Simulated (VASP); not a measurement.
Wanted: the native input for a VASP 6.6.1 run.

| Item | Value |
| --- | --- |
| Task | single point |
| Functional | PBE |
| Potentials or basis | VASP PAW PBE potentials, release 64 (Ni, Si) |
| Cutoff | 520 eV |
| k mesh | 6 × 6 × 6 |
| Occupations | fermi-dirac, width 0.05 eV |
| Spin | collinear spin, ferromagnetic start |
| Starting moments | [1.0, 1.0, 1.0, 1.0, 0.0, 0.0, 0.0, 0.0] μB |
| Dipole correction | no |
| Further INCAR settings | ALGO = Normal; EDIFF = 1e-06; NBANDS = 42 |

The structure of SiNi lies in POSCAR:

```
SiNi
1.0
    4.5181713661      0.0000000000      0.0000000000
    0.0000000000      4.5181713661      0.0000000000
    0.0000000000      0.0000000000      4.5181713661
Ni Si
4 4
Direct
    0.1487718969      0.1487718969      0.1487718969
    0.6487718969      0.3512281031      0.8512281031
    0.8512281031      0.6487718969      0.3512281031
    0.3512281031      0.8512281031      0.6487718969
    0.8464828503      0.8464828503      0.8464828503
    0.3464828503      0.6535171497      0.1535171497
    0.1535171497      0.3464828503      0.6535171497
    0.6535171497      0.1535171497      0.3464828503
```

One way to write it, as run:

INCAR

```
SYSTEM = SiNi
  ALGO = Normal
  EDIFF = 1E-6
  ENCUT = 520
  GGA = PE
  ISIF = 2
  ISMEAR = -1
  ISPIN = 2
  LASPH = .True.
  LCHARG = .False.
  LMAXMIX = 4
  LORBIT = 11
  LREAL = .False.
  LWAVE = .False.
  MAGMOM = 1 1 1 1 0 0 0 0
  NBANDS = 42
  NELM = 150
  PREC = Accurate
  SIGMA = 0.05
```

KPOINTS

```
k-points
0
Gamma
  6 6 6
  0 0 0
```

Potentials or basis: VASP PAW PBE potentials, release 64 (Ni, Si).

Launch:

```bash
$ cat potpaw_PBE.64/Ni/POTCAR potpaw_PBE.64/Si/POTCAR > POTCAR
$ mpirun -np 1 vasp_std > vasp.out
```

Results of the run:

* Pressure: 0.0 GPa
* Largest force: 0.011 eV/Å
* Band gap on the k mesh: zero (filled and empty bands overlap)
* Net moment: 0.00 μB per cell
* Valence electrons inside the program's atomic spheres: Ni 9.53; Si 1.58

It took 89 s on 1 thread of Intel(R) Xeon(R) Platinum 8559C (Emerald Rapids) (shared host), peak memory 0.31 GiB.
